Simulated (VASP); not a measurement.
Input of a VASP 6.6.1 run:

INCAR

```
PREC = Accurate
ENCUT = 520
EDIFF = 1E-6
ISMEAR = 0
SIGMA = 0.05
LREAL = False
LASPH = True
NELM = 80
ALGO = Normal
ISIF = 2
LWAVE = False
LCHARG = True
GGA = CA
LELF = True
LVHAR = True
NBANDS = 16
```

Contents of KPOINTS:

```
regular mesh
0
Gamma
  12 12 12
```

File POSCAR:

```
ZnO
1.0
    0.0000000000      2.0609699000      2.0609699000
    2.0609699000      0.0000000000      2.0609699000
    2.0609699000      2.0609699000      0.0000000000
Zn O
1 1
Direct
    0.0000000000      0.0000000000      0.0000000000
    0.5000000000      0.5000000000      0.5000000000
```

Potentials or basis: VASP PAW LDA potentials, release 64 (Zn, O).

The run is started by

```sh
$ cat potpaw_LDA.64/Zn/POTCAR potpaw_LDA.64/O/POTCAR > POTCAR
$ mpirun -np 1 vasp_std > vasp.out
```

Q: What does it give for the band gap on the k mesh?

A: 1.45 eV, indirect (least direct gap 3.29 eV).

Q: What does it give for the pressure?

A: 17.9 GPa.

Caveat: the cell differs from its parent crystal (strain -0.050 along x and y, -0.050 along z). A k mesh can miss the band edges.
